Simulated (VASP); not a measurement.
In2BiP:

```
P In Bi
1.0
     4.35315    0.00000    0.00000
     0.00000    4.35315    0.00000
     0.00000    0.00000    6.15629
P In Bi
1 2 1
Direct
  0.00000 0.00000 0.00000
  0.00000 0.50000 0.75000
  0.50000 0.00000 0.25000
  0.50000 0.50000 0.50000
```

- Program: VASP 6.6.1
- Task: relaxation of cell and atoms
- Functional: PBE
- Potentials or basis: VASP PAW PBE potentials, release 64 (P, In_d, Bi_d)
- Cutoff: 600 eV
- k mesh: 6 × 6 × 4
- Occupations: fermi-dirac, width 0.02 eV
- Spin: no spin polarisation

At the start: pressure 8.1 GPa; volume 29.17 Å³/atom.

**Question.** Where does the relaxation end?

**Answer.** Over 14 steps the energy falls by 194.3 meV/atom and the volume is 32.76 Å³/atom (+12.3 %); space group P-4m2 (No. 115, to 0.05 Å).

The path:
| step | energy change (eV) | largest force (eV/Å) | pressure (GPa) | volume (Å³) |
| --- | --- | --- | --- | --- |
| 1 | 0.0000 | 2.5353 | 8.09 | 116.66 |
| 2 | -0.6101 | 0.5478 | -2.80 | 143.34 |
| 3 | -0.6551 | 0.8773 | -1.23 | 136.68 |
| 4 | -0.7402 | 0.5094 | -0.61 | 133.61 |
| 5 | -0.7754 | 0.0413 | 0.32 | 130.08 |
| 6 | -0.7754 | 0.0594 | 0.28 | 130.21 |
| 7 | -0.7768 | 0.0024 | -0.07 | 131.28 |
| 8 | -0.7768 | 0.0020 | -0.05 | 131.20 |
| 9 | -0.7770 | 0.0054 | -0.02 | 131.10 |
| 10 | -0.7770 | 0.0130 | 0.01 | 131.00 |
| 11 | -0.7770 | 0.0140 | 0.02 | 130.99 |
| 12 | -0.7771 | 0.0076 | -0.01 | 131.08 |
| 13 | -0.7771 | 0.0055 | -0.02 | 131.11 |
| 14 | -0.7771 | 0.0004 | 0.01 | 131.04 |

Final structure:
```
CELL_PARAMETERS angstrom
4.50821 0.00000 0.00000
0.00000 4.50821 0.00000
0.00000 0.00000 6.44756
ATOMIC_POSITIONS crystal
P 0.00000 0.00000 0.00000
In 0.00000 0.50000 0.78213
In 0.50000 0.00000 0.21787
Bi 0.50000 0.50000 0.50000
```
